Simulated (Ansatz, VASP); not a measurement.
# Y: VASP beside Ansatz

```
Y
1.0
     1.78142   -4.99412    0.00000
     1.78142    4.99412    0.00000
     0.00000    0.00000    3.89455
Y
2
Direct
  0.86700 0.13300 0.25000
  0.13300 0.86700 0.75000
```

Alike in both runs: task relaxation of cell and atoms; functional PBE; k mesh 6 × 6 × 4; occupations gaussian, width 0.1 eV; no spin polarisation.

```csv
,VASP,Ansatz
version,VASP 6.6.1,Ansatz 0.2.0
potentials or method,"VASP PAW PBE potentials, release 64 (Y_sv), cutoff 600 eV","scalar-relativistic, plane waves, PAW"
valence electrons in the cell,22,22
```

Ansatz gave:

```
gap on the k mesh at the Fermi level, each at its own relaxed structure (eV) : none
relaxed volume (Å³/atom)                                                     : 33.62
relaxed length of the cell vector where the two differ most in proportion (Å)              : 5.856
```

Task: What did VASP give for the same quantities?

Result: gap on the k mesh at the Fermi level, each at its own relaxed structure (eV): none; relaxed volume (Å³/atom): 33.62; relaxed length of the cell vector where the two differ most in proportion (Å): 5.902.

A gap of «none» marks a metal or a gap that the smearing closes.

The k mesh is coarse, so the values compare programs but aren't converged.
